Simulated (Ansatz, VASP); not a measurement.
HfO2: VASP beside Ansatz

The input INCAR:

```
PREC = Accurate
ENCUT = 520
EDIFF = 1E-7
ISMEAR = -1
SIGMA = 0.05
LREAL = False
LASPH = True
NELM = 60
ALGO = Normal
ISIF = 2
LWAVE = False
LCHARG = False
GGA = PS
IVDW = 13
NBANDS = 56
```

File KPOINTS:

```
regular mesh
0
Gamma
  5 5 5
```

The input POSCAR:

```
HfO2
1.0
    5.1518950275      0.0000000000      0.0000000000
    0.0000000000      5.2200433850      0.0000000000
   -0.8643497359      0.0000000000      5.2483970684
Hf O
4 8
Direct
    0.2755000000      0.4603000000      0.7080000000
    0.7245000000      0.9603000000      0.7920000000
    0.7245000000      0.5397000000      0.2920000000
    0.2755000000      0.0397000000      0.2080000000
    0.0742000000      0.1684000000      0.8467000000
    0.9258000000      0.6684000000      0.6533000000
    0.9258000000      0.8316000000      0.1533000000
    0.0742000000      0.3316000000      0.3467000000
    0.4487000000      0.7419000000      0.9801000000
    0.5513000000      0.2419000000      0.5199000000
    0.5513000000      0.2581000000      0.0199000000
    0.4487000000      0.7581000000      0.4801000000
```

input.yaml

```yaml
crystal:
  lattice:
    - [5.1518950275, 0.0, 0.0]
    - [0.0, 5.220043385, 0.0]
    - [-0.8643497359, 0.0, 5.2483970684]
  atoms:
    - { symbol: Hf, position: [0.2755, 0.4603, 0.708] }
    - { symbol: Hf, position: [0.7245, 0.9603, 0.792] }
    - { symbol: Hf, position: [0.7245, 0.5397, 0.292] }
    - { symbol: Hf, position: [0.2755, 0.0397, 0.208] }
    - { symbol: O, position: [0.0742, 0.1684, 0.8467] }
    - { symbol: O, position: [0.9258, 0.6684, 0.6533] }
    - { symbol: O, position: [0.9258, 0.8316, 0.1533] }
    - { symbol: O, position: [0.0742, 0.3316, 0.3467] }
    - { symbol: O, position: [0.4487, 0.7419, 0.9801] }
    - { symbol: O, position: [0.5513, 0.2419, 0.5199] }
    - { symbol: O, position: [0.5513, 0.2581, 0.0199] }
    - { symbol: O, position: [0.4487, 0.7581, 0.4801] }
hamiltonian:
  xc: pbesol
  pseudopotentials: { kind: paw }
  dispersion: d4
kpoints:
  mp_grid: { grid: [5, 5, 5] }
scf:
  occupations: { method: fermi_dirac, width: 0.05 }
output:
  forces: true
  stress: true
  eigenvalues: true
  write_density: true
  write_potential: true
  elf: true
  volumetric_format: npy
```

Alike in both runs: task single point; functional PBEsol; dispersion D4; k mesh 5 × 5 × 5; occupations fermi-dirac, width 0.05 eV; no spin polarisation.

|  | VASP | Ansatz |
| --- | --- | --- |
| version | VASP 6.6.1 | Ansatz 0.2.0 |
| potentials or method | VASP PAW PBE potentials, release 64 (Hf_pv, O) | Ansatz PAW |
| plane-wave cutoff (eV) | 520 | 420 |
| valence electrons in the cell | 88 | 152 |

|  | VASP | Ansatz | Ansatz less VASP |
| --- | --- | --- | --- |
| gap on the k mesh at the Fermi level (eV) | 3.99 | 4.03 | +0.038 |
| least direct gap on the mesh (eV) | 4.07 | 4.10 | +0.035 |
| pressure (GPa) | -10.7 | -7.8 | +2.88 |
| traceless stress, the component that is largest in VASP (GPa) | -0.78 | -0.75 | +0.030 |
| rms of the force components (eV/Å) | 0.143 | 0.143 | +0.0005 |

VASP's potentials were made for PBE, not for PBEsol. Atom by atom the forces differ by 0.030 eV/Å (rms over components). VASP's potentials hold 88 valence electrons a cell and Ansatz's 152, so a difference there can come from the potentials and not from the codes.

Spin-orbit coupling is off throughout. Noted on Ansatz's run: odd divisions of the mesh miss points on the zone boundary, where band edges often lie, so the gap on the mesh can be too wide.
